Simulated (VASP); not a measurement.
# Al (Im-3m) in VASP: notebook, part 2 of 2

VASP 6.6.1. Earlier steps stand in the parts before.

### 6 Single point, LDA

This run uses another cell than the first one, of 16.44 Å³/atom, 1.085 times its volume.

File INCAR:

```
  PREC = Accurate
  ENCUT = 520
  EDIFF = 1E-7
  ISMEAR = 1
  SIGMA = 0.1
  LREAL = False
  LASPH = True
  NELM = 60
  ALGO = Normal
  ISIF = 2
  LWAVE = False
  LCHARG = True
  LELF = True
  LVHAR = True
  NBANDS = 8
```

File KPOINTS:

```
Automatic mesh
0
Gamma
  13 13 13
```

File POSCAR:

```
Al
1.0
   -1.6017568692      1.6017568692      1.6017568692
    1.6017568692     -1.6017568692      1.6017568692
    1.6017568692      1.6017568692     -1.6017568692
Al
1
Direct
    0.0000000000      0.0000000000      0.0000000000
```

Potentials or basis: VASP PAW LDA potentials, release 64 (Al).

Launch:

```console
$ cat potpaw_LDA.64/Al/POTCAR > POTCAR
$ mpirun -np 1 vasp_std > vasp.out
```

OUTCAR:

```text
PREC = Accurate
   ENCUT = 520
   EDIFF = 1E-7
   ISMEAR = 1
   LREAL = False
   LASPH = True
   NELM = 60
   ISIF = 2

 ion  position               nearest neighbor table
   1  0.000  0.000  0.000-

  LATTYP: Found a body centered cubic cell.
 ALAT       =     3.2035137384

  Lattice vectors:

 A1 = (  -1.6017568692,   1.6017568692,   1.6017568692)
 A2 = (   1.6017568692,  -1.6017568692,   1.6017568692)
 A3 = (   1.6017568692,   1.6017568692,  -1.6017568692)

Analysis of symmetry for initial positions (statically):
=====================================================================
 Subroutine PRICEL returns:
 Original cell was already a primitive cell.

 Routine SETGRP: Setting up the symmetry group for a
 body centered cubic supercell.

 Subroutine GETGRP returns: Found 48 space group operations
 (whereof 48 operations were pure point group operations)
 out of a pool of 48 trial point group operations.

The static configuration has the point symmetry O_h .

Analysis of symmetry for dynamics (positions and initial velocities):
=====================================================================
 Subroutine PRICEL returns:
 Original cell was already a primitive cell.

 Routine SETGRP: Setting up the symmetry group for a
 body centered cubic supercell.

 Subroutine GETGRP returns: Found 48 space group operations
 (whereof 48 operations were pure point group operations)
 out of a pool of 48 trial point group operations.

The dynamic configuration has the point symmetry O_h .

 Subroutine INISYM returns: Found 48 space group operations
 (whereof 48 operations are pure point group operations),
 and found     1 'primitive' translations

----------------------------------------------------------------------------------------

                                     Primitive cell

  volume of cell :      16.4380

  direct lattice vectors                    reciprocal lattice vectors
    -1.601756869  1.601756869  1.601756869     0.000000000  0.312157238  0.312157238
     1.601756869 -1.601756869  1.601756869     0.312157238  0.000000000  0.312157238
     1.601756869  1.601756869 -1.601756869     0.312157238  0.312157238  0.000000000

  length of vectors
     2.774324279  2.774324279  2.774324279     0.441456999  0.441456999  0.441456999

  position of ions in fractional coordinates (direct lattice)
     0.000000000  0.000000000  0.000000000

  ion indices of the primitive-cell ions
   primitive index   ion index
                 1           1

----------------------------------------------------------------------------------------

 KPOINTS: Automatic mesh

Automatic generation of k-mesh.
 Grid dimensions read from file:
 generate k-points for:   13   13   13

 Generating k-lattice:

  Cartesian coordinates                     Fractional coordinates (reciprocal lattice)
     0.000000000  0.024012095  0.024012095     0.076923077  0.000000000  0.000000000
     0.024012095  0.000000000  0.024012095     0.000000000  0.076923077  0.000000000
     0.024012095  0.024012095  0.000000000     0.000000000  0.000000000  0.076923077

  Length of vectors
     0.033958231  0.033958231  0.033958231

  Shift w.r.t. Gamma in fractional coordinates (k-lattice)
     0.000000000  0.000000000  0.000000000

 Subroutine IBZKPT returns following result:
 ===========================================

 Found     84 irreducible k-points:

 Following reciprocal coordinates:
            Coordinates               Weight
  0.000000  0.000000  0.000000      1.000000
  0.076923  0.000000  0.000000     12.000000
  0.153846  0.000000  0.000000     12.000000
  0.230769  0.000000  0.000000     12.000000
  0.307692  0.000000  0.000000     12.000000
  0.384615  0.000000  0.000000     12.000000
[... 16 lines left out ...]
  0.153846  0.076923  0.076923     24.000000
  0.230769  0.076923  0.076923     24.000000
 [... further k-points ...]
   k-points           NKPTS =     84   k-points in BZ     NKDIM =     84   number of bands    NBANDS=      8
   number of dos      NEDOS =    301   number of ions     NIONS =      1
   total plane-waves  NPLWV =  13824
   dimension x,y,z NGX =    24 NGY =   24 NGZ =   24
   dimension x,y,z NGXF=    48 NGYF=   48 NGZF=   48
   ions per type =               1
   NGX,Y,Z   is equivalent  to a cutoff of  14.38, 14.38, 14.38 a.u.
   NGXF,Y,Z  is equivalent  to a cutoff of  28.76, 28.76, 28.76 a.u.
 SYSTEM =  unknown system
   PREC   = accura    normal or accurate (medium, high low for compatibility)
   ISTART =      0    job   : 0-new  1-cont  2-samecut
   ICHARG =      2    charge: 1-file 2-atom 10-const
   ISPIN  =      1    spin polarized calculation?
   LNONCOLLINEAR =      F non collinear calculations
   LSORBIT =      F    spin-orbit coupling
   LASPH  =      T    aspherical Exc in radial PAW
   ENCUT  =  520.0 eV  38.22 Ry    6.18 a.u.   5.16  5.16  5.16*2*pi/ulx,y,z
   NELM   =     60;   NELMIN=  2; NELMDL= -5     # of ELM steps
   EDIFF  = 0.1E-06   stopping-criterion for ELM
   LREAL  =      F    real-space projection
   EDIFFG = 0.1E-05   stopping-criterion for IOM
   NSW    =      0    number of steps for IOM
   IBRION =     -1    ionic relax: 0-MD 1-quasi-New 2-CG
   NFREE  =      0    steps in history (QN), initial steepest desc. (CG)
   ISIF   =      2    stress and relaxation
   ISYM   =      2    0-nonsym 1-usesym 2-fastsym
   POTIM  = 0.5000    time-step for ionic-motion
   TEBEG  =    0.0;   TEEND  =   0.0 temperature during run
   PSTRESS=    0.0 pullay stress
   NELECT =       3.0000    total number of electrons
   NUPDOWN=      -1.0000    fix difference up-down
   EMIN   =  10.00;   EMAX   =-10.00  energy-range for DOS
   EFERMI =   0.00;   METHOD = LEGACY
   ISMEAR =     1;   SIGMA  =   0.10  broadening in eV -4-tet -1-fermi 0-gaus
   EFERMI_NEDOS =   21; number of points for ismear=-14 and -15
   IALGO  =     38    algorithm
   IMIX   =      4    mixing-type and parameters
     AMIX     =   0.40;   BMIX     =  1.00
     AMIX_MAG =   1.60;   BMIX_MAG =  1.00
  volume/ion in A,a.u.               =      16.44       110.93
  Fermi-wavevector in a.u.,A,eV,Ry     =   0.928607  1.754813 11.732455  0.862311
  Thomas-Fermi vector in A             =   2.054802
   LORBIT       =      0    0 simple, 1 ext, 2 COOP (PROOUT), +10 PAW based schemes
   GGA     = CA    functional components
   LHFCALC =     F    Hartree Fock is set to
   AEXX    =    0.0000 exact exchange contribution
   IVDW    =     0    specifies the selected vdW correction
   LEPSILON=     F    determine dielectric tensor
   LRPA    =     F    only Hartree local field effects (RPA)
 non-spin polarized calculation
 Methfessel and Paxton  Order N= 1 SIGMA  =   0.10
  energy-cutoff  :      520.00
  volume of cell :       16.44
 maximum number of plane-waves:       458
 NGX is ok and might be reduce to    24
   NGX = 11   NGY = 11   NGZ = 11

 number of electron       3.0000000 magnetization

 Free energy of the ion-electron system (eV)
  ---------------------------------------------------
  ext. energy  EPLUGINS =         0.00000000
  ---------------------------------------------------
  free energy    TOTEN  =        -4.09192930 eV

  energy without entropy =       -4.09249604  energy(sigma->0) =       -4.09211822

 E-fermi :   7.8607     XC(G=0): -10.3620

 val. band max:        7.7648802493   @ k =   0.2308   0.2308   0.1538
 cond. band min:       7.8787989840   @ k =  -0.3846   0.3846   0.1538
 fundamental gap:      0.1139187347
 Fermi energy:         7.8607472407

 k-point     1 :       0.0000    0.0000    0.0000
  band No.  band energies     occupation
      1      -3.2913      2.00000
      2      21.0470      0.00000
      3      21.0470      0.00000
      4      21.0470      0.00000
      5      22.3096      0.00000
      6      22.3096      0.00000
      7      22.3096      0.00000
      8      24.1442      0.00000

 k-point     2 :       0.0769    0.0000    0.0000
  band No.  band energies     occupation
      1      -3.1210      2.00000
      2      19.0975      0.00000
      3      19.9188      0.00000
      4      20.4114      0.00000
      5      21.7174      0.00000
      6      22.8863      0.00000
      7      23.2282      0.00000
      8      23.7198      0.00000
[... 221 lines left out ...]
 k-point    23 :       0.1538    0.0769    0.0769
  band No.  band energies     occupation
      1      -1.4293      2.00000
      2      13.1578      0.00000
      3      14.9849      0.00000
      4      15.3481      0.00000
      5      22.8778      0.00000
      6      23.2863      0.00000
      7      25.0345      0.00000
      8      25.1939      0.00000

 k-point    24 :       0.2308    0.0769    0.0769
  band No.  band energies     occupation
      1      -0.2570      2.00000
      2      10.2410      0.00000
      3      14.0545      0.00000
      4      14.4954      0.00000
      5      22.1967      0.00000
      6      22.6543      0.00000
      7      26.2265      0.00000
      8      26.5242      0.00000

 [... further k-points ...]
[... 5 lines left out ...]
  --------------------------------------------------------------------------------------
  -------------------------------------------------------------------------------------
  Total       -0.1503246     -0.1503246     -0.1503246      0.0000000      0.0000000      0.0000000
  in kB      -14.6517918    -14.6517918    -14.6517918      0.0000000      0.0000000      0.0000000
  external PRESSURE =     -14.6517918 kB  Pullay stress =       0.0000000 kB

 VOLUME and BASIS-vectors are now :
 -----------------------------------------------------------------------------
  energy-cutoff  :      520.00
  volume of cell :       16.44
      direct lattice vectors                 reciprocal lattice vectors
    -1.601756869  1.601756869  1.601756869     0.000000000  0.312157238  0.312157238
     1.601756869 -1.601756869  1.601756869     0.312157238  0.000000000  0.312157238
     1.601756869  1.601756869 -1.601756869     0.312157238  0.312157238  0.000000000

 POSITION                                       TOTAL-FORCE (eV/Angst)
 -----------------------------------------------------------------------------------
      0.00000      0.00000      0.00000         0.000000     -0.000000      0.000000
 -----------------------------------------------------------------------------------
    total drift:                                0.000000      0.000000      0.000000

  FREE ENERGIE OF THE ION-ELECTRON SYSTEM (eV)
  ---------------------------------------------------
  free  energy   TOTEN  =        -4.0919293016 eV

  energy  without entropy=       -4.0924960438  energy(sigma->0) =       -4.09211822
```

OSZICAR:

```text
N       E                     dE             d eps       ncg     rms          rms(c)
DAV:   1    -0.250525459322E+01   -0.25053E+01   -0.91374E+02  1352   0.212E+02
DAV:   2    -0.411445455229E+01   -0.16092E+01   -0.14957E+01  1856   0.197E+01
DAV:   3    -0.412252963318E+01   -0.80751E-02   -0.80752E-02  1632   0.154E+00
DAV:   4    -0.412254525302E+01   -0.15620E-04   -0.15620E-04  2032   0.679E-02
DAV:   5    -0.412254527044E+01   -0.17425E-07   -0.17191E-07  1656   0.154E-03    0.132E+00
DAV:   6    -0.410378639392E+01    0.18759E-01   -0.31717E-03  1536   0.217E-01    0.734E-01
DAV:   7    -0.409195444753E+01    0.11832E-01   -0.78240E-03  1520   0.334E-01    0.155E-01
DAV:   8    -0.409192936851E+01    0.25079E-04   -0.31131E-05  1824   0.360E-02    0.129E-02
DAV:   9    -0.409192930159E+01    0.66925E-07   -0.16651E-07  1704   0.199E-03
   1 F= -.40919293E+01 E0= -.40921182E+01  d E =0.566742E-03
```

Run time: 5.5 s. Hardware: 1 thread of AMD EPYC 9R45 (Zen 5), shared host; peak memory 0.09 GiB.

What came out:

| Quantity | Value |
| --- | --- |
| Free energy | -4.0919 eV |
| Pressure | -1.5 GPa |

Levels at points of the mesh, in eV from the Fermi level:
| k point | band 1 | band 2 | band 3 | band 4 | band 5 |
| --- | --- | --- | --- | --- | --- |
| (0.00, 0.00, 0.00) | -11.15 | 13.19 | 13.19 | 13.19 | 14.45 |

### 7 Overview

| cell | gap on the mesh (eV) | pressure (GPa) |
| --- | --- | --- |
| a = 2.700 Å, angles 109.5°, 1 atom | none | 5.8 |
| a = 2.719 Å, angles 109.5°, 1 atom | none | 3.7 |
| a = 2.738 Å, angles 109.5°, 1 atom | none | 1.8 |
| a = 2.756 Å, angles 109.5°, 1 atom | none | 0.1 |
| a = 2.774 Å, angles 109.5°, 1 atom | none | -1.5 |

Alike in all rows: task single point; level LDA; potentials or basis VASP PAW LDA potentials, release 64 (Al); no spin polarisation; k mesh 13 × 13 × 13; cutoff (eV) 520; smearing methfessel-paxton 0.1 eV.

Absolute energies hang on the potentials; compare differences alone.
